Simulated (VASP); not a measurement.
# SbSe2 (P-4m2) in VASP: notebook, part 2 of 3

VASP 6.6.1. Earlier steps stand in the parts before.

### 3 Single point, PBE

This run uses another cell than the first one, of 38.82 Å³/atom, 1.283 times its volume.

File INCAR:

```
PREC     = Accurate       # precision mode
ENCUT    = 520            # plane-wave cutoff, eV
EDIFF    = 1E-7           # SCF threshold, eV
ISMEAR   = 0              # smearing method
SIGMA    = 0.1            # smearing width, eV
LREAL    = False          # projectors in reciprocal space
LASPH    = True           # aspherical terms in the spheres
NELM     = 80             # most SCF steps
ALGO     = Normal         # electronic algorithm
ISIF     = 2              # what is computed and relaxed
LWAVE    = False          # write WAVECAR
LCHARG   = False          # write CHGCAR
GGA      = PE             # functional
NBANDS   = 16             # bands
```

File KPOINTS:

```
regular mesh
0
Gamma
  4 4 4
```

File POSCAR:

```
SbSe2
1.0
    4.2665076846      0.0000000000      0.0000000000
    0.0000000000      4.2665076846      0.0000000000
    0.0000000000      0.0000000000      6.3985448207
Sb Se
1 2
Direct
    0.0000000000      0.0000000000      0.5000000000
    0.5000000000      0.0000000000      0.7340806513
    0.0000000000      0.5000000000      0.2659193487
```

Potentials or basis: VASP PAW PBE potentials, release 64 (Sb, Se).

Launch:

```console
cat potpaw_PBE.64/Sb/POTCAR potpaw_PBE.64/Se/POTCAR > POTCAR
mpirun -np 1 vasp_std > vasp.out
```

OUTCAR:

```text
PREC = Accurate
   ENCUT = 520
   EDIFF = 1E-7
   ISMEAR = 0
   LREAL = False
   LASPH = True
   NELM = 80
   ISIF = 2
   GGA = PE

 ion  position               nearest neighbor table
   1  0.000  0.000  0.500-   2 2.61   3 2.61   3 2.61   2 2.61
   2  0.500  0.000  0.734-   1 2.61   1 2.61
   3  0.000  0.500  0.266-   1 2.61   1 2.61

  LATTYP: Found a simple tetragonal cell.
 ALAT       =     4.2665076846
 C/A-ratio  =     1.4997148239

  Lattice vectors:

 A1 = (   4.2665076846,   0.0000000000,   0.0000000000)
 A2 = (   0.0000000000,   4.2665076846,   0.0000000000)
 A3 = (   0.0000000000,   0.0000000000,   6.3985448207)

Analysis of symmetry for initial positions (statically):
=====================================================================
 Subroutine PRICEL returns:
 Original cell was already a primitive cell.

 Routine SETGRP: Setting up the symmetry group for a
 simple tetragonal supercell.

 Subroutine GETGRP returns: Found  8 space group operations
 (whereof  8 operations were pure point group operations)
 out of a pool of 16 trial point group operations.

The static configuration has the point symmetry D_2d.

Analysis of symmetry for dynamics (positions and initial velocities):
=====================================================================
 Subroutine PRICEL returns:
 Original cell was already a primitive cell.

 Routine SETGRP: Setting up the symmetry group for a
 simple tetragonal supercell.

 Subroutine GETGRP returns: Found  8 space group operations
 (whereof  8 operations were pure point group operations)
 out of a pool of 16 trial point group operations.

The dynamic configuration has the point symmetry D_2d.

 Subroutine INISYM returns: Found  8 space group operations
 (whereof  8 operations are pure point group operations),
 and found     1 'primitive' translations

----------------------------------------------------------------------------------------

                                     Primitive cell

  volume of cell :     116.4733

  direct lattice vectors                    reciprocal lattice vectors
     4.266507685  0.000000000  0.000000000     0.234383733  0.000000000  0.000000000
     0.000000000  4.266507685  0.000000000     0.000000000  0.234383733  0.000000000
     0.000000000  0.000000000  6.398544821     0.000000000  0.000000000  0.156285535

  length of vectors
     4.266507685  4.266507685  6.398544821     0.234383733  0.234383733  0.156285535

  position of ions in fractional coordinates (direct lattice)
     0.000000000  0.000000000  0.500000000
     0.500000000  0.000000000  0.734080651
     0.000000000  0.500000000  0.265919349

  ion indices of the primitive-cell ions
   primitive index   ion index
                 1           1
                 2           2
                 3           3

----------------------------------------------------------------------------------------

 KPOINTS: regular mesh

Automatic generation of k-mesh.
 Grid dimensions read from file:
 generate k-points for:    4    4    4

 Generating k-lattice:

  Cartesian coordinates                     Fractional coordinates (reciprocal lattice)
     0.058595933  0.000000000  0.000000000     0.250000000  0.000000000  0.000000000
     0.000000000  0.058595933  0.000000000     0.000000000  0.250000000  0.000000000
     0.000000000  0.000000000  0.039071384     0.000000000  0.000000000  0.250000000

  Length of vectors
     0.058595933  0.058595933  0.039071384

  Shift w.r.t. Gamma in fractional coordinates (k-lattice)
     0.000000000  0.000000000  0.000000000

 Subroutine IBZKPT returns following result:
 ===========================================

 Found     18 irreducible k-points:

 Following reciprocal coordinates:
            Coordinates               Weight
  0.000000  0.000000  0.000000      1.000000
  0.250000  0.000000  0.000000      4.000000
  0.500000  0.000000  0.000000      2.000000
  0.250000  0.250000  0.000000      4.000000
  0.500000  0.250000  0.000000      4.000000
  0.500000  0.500000  0.000000      1.000000
[... 10 lines left out ...]
  0.500000  0.250000  0.500000      4.000000
  0.500000  0.500000  0.500000      1.000000
   k-points           NKPTS =     18   k-points in BZ     NKDIM =     18   number of bands    NBANDS=     16
   number of dos      NEDOS =    301   number of ions     NIONS =      3
   total plane-waves  NPLWV =  49152
   dimension x,y,z NGX =    32 NGY =   32 NGZ =   48
   dimension x,y,z NGXF=    64 NGYF=   64 NGZF=   96
   ions per type =               1   2
   NGX,Y,Z   is equivalent  to a cutoff of  12.47, 12.47, 12.47 a.u.
   NGXF,Y,Z  is equivalent  to a cutoff of  24.94, 24.94, 24.94 a.u.
 SYSTEM =  unknown system
   PREC   = accura    normal or accurate (medium, high low for compatibility)
   ISTART =      0    job   : 0-new  1-cont  2-samecut
   ICHARG =      2    charge: 1-file 2-atom 10-const
   ISPIN  =      1    spin polarized calculation?
   LNONCOLLINEAR =      F non collinear calculations
   LSORBIT =      F    spin-orbit coupling
   LASPH  =      T    aspherical Exc in radial PAW
   ENCUT  =  520.0 eV  38.22 Ry    6.18 a.u.   7.93  7.93 11.90*2*pi/ulx,y,z
   NELM   =     80;   NELMIN=  2; NELMDL= -5     # of ELM steps
   EDIFF  = 0.1E-06   stopping-criterion for ELM
   LREAL  =      F    real-space projection
   EDIFFG = 0.1E-05   stopping-criterion for IOM
   NSW    =      0    number of steps for IOM
   IBRION =     -1    ionic relax: 0-MD 1-quasi-New 2-CG
   NFREE  =      0    steps in history (QN), initial steepest desc. (CG)
   ISIF   =      2    stress and relaxation
   ISYM   =      2    0-nonsym 1-usesym 2-fastsym
   POTIM  = 0.5000    time-step for ionic-motion
   TEBEG  =    0.0;   TEEND  =   0.0 temperature during run
   PSTRESS=    0.0 pullay stress
   NELECT =      17.0000    total number of electrons
   NUPDOWN=      -1.0000    fix difference up-down
   EMIN   =  10.00;   EMAX   =-10.00  energy-range for DOS
   EFERMI =   0.00;   METHOD = LEGACY
   ISMEAR =     0;   SIGMA  =   0.10  broadening in eV -4-tet -1-fermi 0-gaus
   EFERMI_NEDOS =   21; number of points for ismear=-14 and -15
   IALGO  =     38    algorithm
   IMIX   =      4    mixing-type and parameters
     AMIX     =   0.40;   BMIX     =  1.00
     AMIX_MAG =   1.60;   BMIX_MAG =  1.00
  volume/ion in A,a.u.               =      38.82       262.00
  Fermi-wavevector in a.u.,A,eV,Ry     =   0.861951  1.628850 10.108569  0.742959
  Thomas-Fermi vector in A             =   1.979680
   LORBIT       =      0    0 simple, 1 ext, 2 COOP (PROOUT), +10 PAW based schemes
   GGA     = PE    functional components
   LHFCALC =     F    Hartree Fock is set to
   AEXX    =    0.0000 exact exchange contribution
   IVDW    =     0    specifies the selected vdW correction
   LEPSILON=     F    determine dielectric tensor
   LRPA    =     F    only Hartree local field effects (RPA)
 non-spin polarized calculation
 Gauss-broadening in eV      SIGMA  =   0.10
  energy-cutoff  :      520.00
  volume of cell :      116.47
 maximum number of plane-waves:      3168
 NGX is ok and might be reduce to    32
   NGX = 15   NGY = 15   NGZ = 23

 number of electron      16.9999999 magnetization

 Free energy of the ion-electron system (eV)
  ---------------------------------------------------
  ext. energy  EPLUGINS =         0.00000000
  ---------------------------------------------------
  free energy    TOTEN  =       -11.13524222 eV

  energy without entropy =      -11.13523193  energy(sigma->0) =      -11.13523707

 E-fermi :   1.6909     XC(G=0):  -7.4692

 val. band max:        1.4468719664   @ k =   0.0000   0.0000   0.2500
 cond. band min:       1.9185490013   @ k =   0.5000   0.5000   0.0000
 fundamental gap:      0.4716770348
 Fermi energy:         1.6909366148

 k-point     1 :       0.0000    0.0000    0.0000
  band No.  band energies     occupation
      1     -12.4637      2.00000
      2     -11.0338      2.00000
      3      -5.9460      2.00000
      4      -2.3955      2.00000
      5      -2.3955      2.00000
      6       0.0209      2.00000
[... 8 lines left out ...]
     15       9.0703      0.00000
     16      10.5289      0.00000
[... 305 lines left out ...]
 k-point    18 :       0.5000    0.5000    0.5000
  band No.  band energies     occupation
      1     -11.0106      2.00000
      2     -11.0106      2.00000
      3      -8.6162      2.00000
      4      -3.4141      2.00000
      5      -1.8622      2.00000
      6      -1.8622      2.00000
[... 8 lines left out ...]
     15       8.4364      0.00000
     16       8.6252      0.00000

------------------------ aborting loop because EDIFF is reached ----------------------------------------

  FORCE on cell =-STRESS in cart. coord.  units (eV):
  Direction    XX          YY          ZZ          XY          YZ          ZX
  --------------------------------------------------------------------------------------
  -------------------------------------------------------------------------------------
  Total        0.1082793      0.1082793      0.1525229      0.0000000      0.0000000      0.0000000
  in kB        1.4894631      1.4894631      2.0980666      0.0000000      0.0000000      0.0000000
  external PRESSURE =       1.6923309 kB  Pullay stress =       0.0000000 kB

 VOLUME and BASIS-vectors are now :
 -----------------------------------------------------------------------------
  energy-cutoff  :      520.00
  volume of cell :      116.47
      direct lattice vectors                 reciprocal lattice vectors
     4.266507685  0.000000000  0.000000000     0.234383733  0.000000000  0.000000000
     0.000000000  4.266507685  0.000000000     0.000000000  0.234383733  0.000000000
     0.000000000  0.000000000  6.398544821     0.000000000  0.000000000  0.156285535

 POSITION                                       TOTAL-FORCE (eV/Angst)
 -----------------------------------------------------------------------------------
      0.00000      0.00000      3.19927        -0.000000      0.000000      0.000000
      2.13325      0.00000      4.69705         0.000000      0.000000      0.022631
      0.00000      2.13325      1.70150        -0.000000      0.000000     -0.022631
 -----------------------------------------------------------------------------------
    total drift:                                0.000000      0.000000      0.000000

  FREE ENERGIE OF THE ION-ELECTRON SYSTEM (eV)
  ---------------------------------------------------
  free  energy   TOTEN  =       -11.1352422151 eV

  energy  without entropy=      -11.1352319256  energy(sigma->0) =      -11.13523707
```

It took 19 s on 1 thread of AMD EPYC 9R45 (Zen 5), shared host; peak memory 0.19 GiB.

What came out:

| Property | Result |
| --- | --- |
| Free energy | -11.1352 eV |
| Pressure | 0.2 GPa |
| Largest force | 0.023 eV/Å |

Forces on the atoms (eV/Å):
```
Sb   0.000  0.000  0.000
Se   0.000  0.000  0.023
Se   0.000  0.000 -0.023
```

Levels at points of the mesh, in eV from the Fermi level:
```csv
k point,band 5,band 6,band 7,band 8,band 9,band 10,band 11,band 12
"(0.00, 0.00, 0.00)",-4.09,-1.67,-1.19,-1.08,-1.08,-0.27,3.24,3.24
"(0.50, 0.00, 0.00)",-3.81,-3.52,-2.02,-0.92,-0.60,2.53,3.01,3.69
"(0.50, 0.50, 0.00)",-3.45,-3.45,-2.58,-1.38,0.23,1.88,1.88,5.49
"(0.00, 0.00, 0.50)",-4.05,-2.40,-1.21,-1.21,-0.37,-0.32,3.47,3.47
"(0.50, 0.00, 0.50)",-3.80,-3.19,-1.47,-0.95,-0.92,2.39,2.92,3.20
"(0.50, 0.50, 0.50)",-3.55,-3.55,-2.35,-1.73,0.84,2.58,2.58,4.95
```

Caveat: the k points lie up to 0.37 Å⁻¹ apart; spin-orbit coupling is left out, which moves the levels of the heavy elements; this functional lacks dispersion, which binds the layers, so the pressure and a relaxed spacing across them are unreliable.

### 4 Relaxation of cell and atoms, PBE

File INCAR:

```
PREC = Accurate ; ENCUT = 600
EDIFF = 1E-6 ; ISMEAR = 0
SIGMA = 0.1 ; LREAL = False
LASPH = True ; NELM = 80
ALGO = Normal ; ISIF = 3
LWAVE = False ; LCHARG = False
GGA = PE ; IBRION = 2
NSW = 90 ; EDIFFG = -0.04
```

File KPOINTS:

```
Automatic mesh
0
Gamma
  4 4 4
```

File POSCAR:

```
SbSe2
1.0
    3.9411870300      0.0000000000      0.0000000000
    0.0000000000      3.9411870300      0.0000000000
    0.0000000000      0.0000000000      5.8439035700
Sb Se
1 2
Direct
    0.0000000000      0.0000000000      0.5000000000
    0.5000000000      0.0000000000      0.7777620000
    0.0000000000      0.5000000000      0.2222380000
```

Launch:

```console
cat potpaw_PBE.64/Sb/POTCAR potpaw_PBE.64/Se/POTCAR > POTCAR
mpirun -np 1 vasp_std > vasp.out
```

Wall time 2.8 min (1 thread of AMD EPYC 9R45 (Zen 5), shared host); peak memory 0.2 GiB.

It converged, with:

```yaml
Free_energy: -11.1363 eV
Relaxed_volume: 39.73 Å³/atom
Relaxed_cell: a = 4.264 Å, b = 4.264 Å, c = 6.555 Å, α = 90.00°, β = 90.00°, γ = 90.00°
Space_group_after_relaxing_to_0.05_Å: P-4m2 (No. 115)
Energy_gained_by_relaxing: 96.9 meV/atom
Ionic_steps: 23
Pressure_after_relaxing: 0.1 GPa
Largest_force_after_relaxing: 0.009 eV/Å
```

Forces in eV/Å, atoms in the order of the input:
```
Sb   0.000  0.000  0.000
Se   0.000  0.000 -0.009
Se   0.000  0.000  0.009
```

The path:
| step | energy change (eV) | largest force (eV/Å) | pressure (GPa) | volume (Å³) |
| --- | --- | --- | --- | --- |
| 1 | 0.0000 | 0.6793 | 6.04 | 90.77 |
| 2 | -0.1372 | 0.6128 | -2.32 | 106.59 |
| 3 | -0.1872 | 0.2255 | -0.01 | 100.61 |
| 4 | -0.2066 | 0.2374 | -0.01 | 101.06 |
| 5 | -0.2483 | 0.1620 | -0.05 | 102.23 |
| 6 | -0.1828 | 0.1936 | -0.30 | 103.86 |
| 7 | -0.2531 | 0.1556 | -0.21 | 102.63 |
| 8 | -0.2535 | 0.1426 | -0.24 | 102.76 |
| 9 | -0.2550 | 0.0098 | 0.52 | 101.49 |
| 10 | -0.2556 | 0.0636 | 0.25 | 101.93 |
| 11 | -0.2587 | 0.0449 | 0.26 | 102.55 |
| 12 | -0.2654 | 0.0424 | 0.36 | 104.44 |
| 13 | -0.2724 | 0.1355 | 0.63 | 108.23 |
| 14 | -0.2747 | 0.1108 | 0.49 | 108.95 |
| 15 | -0.2794 | 0.0375 | 0.08 | 111.12 |
| 16 | -0.2797 | 0.0975 | -0.64 | 115.52 |
| 17 | -0.2810 | 0.0330 | -0.32 | 113.46 |
| 18 | -0.2827 | 0.0414 | -0.31 | 114.02 |
| 19 | -0.2866 | 0.0620 | -0.27 | 115.68 |
| 20 | -0.2895 | 0.0911 | -0.14 | 118.92 |
| 21 | -0.2903 | 0.0098 | 0.15 | 118.69 |
| 22 | -0.2903 | 0.0191 | 0.12 | 118.72 |
| 23 | -0.2908 | 0.0091 | 0.06 | 119.18 |

Final structure:
```yaml
crystal:
  lattice:
    - [4.26409, 0.00000, 0.00000]
    - [0.00000, 4.26409, 0.00000]
    - [0.00000, 0.00000, 6.55457]
  atoms:
    - { symbol: Sb, position: [0.00000, 0.00000, 0.50000] }
    - { symbol: Se, position: [0.50000, 0.00000, 0.72937] }
    - { symbol: Se, position: [0.00000, 0.50000, 0.27063] }
```

Levels at points of the mesh, in eV from the Fermi level:
```csv
k point,band 4,band 5,band 6,band 7,band 8,band 9,band 10,band 11,band 12
"(0.00, 0.00, 0.00)",-4.07,-4.07,-1.73,-1.16,-1.10,-1.10,-0.27,3.24,3.24
"(0.50, 0.00, 0.00)",-4.01,-3.80,-3.51,-2.00,-0.93,-0.62,2.50,2.98,3.66
"(0.50, 0.50, 0.00)",-4.98,-3.47,-3.47,-2.56,-1.43,0.24,1.91,1.91,5.49
"(0.00, 0.00, 0.50)",-4.05,-4.05,-2.38,-1.20,-1.20,-0.42,-0.32,3.43,3.43
"(0.50, 0.00, 0.50)",-4.23,-3.79,-3.24,-1.53,-0.93,-0.92,2.39,2.87,3.17
"(0.50, 0.50, 0.50)",-5.09,-3.55,-3.55,-2.38,-1.71,0.76,2.50,2.50,4.94
```

Caveat: the k points lie up to 0.37 Å⁻¹ apart in the final cell; the volume moved by over 15 % at a fixed basis, so the end points are rough; spin-orbit coupling is left out, which moves the levels of the heavy elements; this functional lacks dispersion, which binds the layers, so the pressure and a relaxed spacing across them are unreliable.

(Part 2 of 3 ends here.)
